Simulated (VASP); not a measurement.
Input of a VASP 6.6.1 run:

Contents of INCAR:

```
PREC = Accurate
ENCUT = 500
EDIFF = 1E-6
ISMEAR = 0
SIGMA = 0.1
LREAL = False
LASPH = True
NELM = 120
ALGO = Normal
ISIF = 2
LWAVE = False
LCHARG = True
GGA = PE
LELF = True
LVHAR = True
NBANDS = 30
GGA_COMPAT = False
```

File KPOINTS:

```
regular mesh
0
Gamma
  4 4 4
```

File POSCAR:

```
NaZr3
1.0
    4.5298881234      0.0000000000      0.0000000000
    0.0000000000      4.5298881234      0.0000000000
    0.0000000000      0.0000000000      4.5298881234
Na Zr
1 3
Direct
    0.0000000000      0.0000000000      0.0000000000
    0.0000000000      0.5000000000      0.5000000000
    0.5000000000      0.0000000000      0.5000000000
    0.5000000000      0.5000000000      0.0000000000
```

Potentials or basis: VASP PAW PBE potentials, release 64 (Na_pv, Zr_sv).

Command:

```console
$ cat potpaw_PBE.64/Na_pv/POTCAR potpaw_PBE.64/Zr_sv/POTCAR > POTCAR
$ mpirun -np 1 vasp_std > vasp.out
```

Question: What does it give for the band gap on the k mesh?

Answer: Zero (an odd number of electrons rules out a gap without spin polarisation).

Question: Predict the pressure.

Answer: 0.2 GPa.
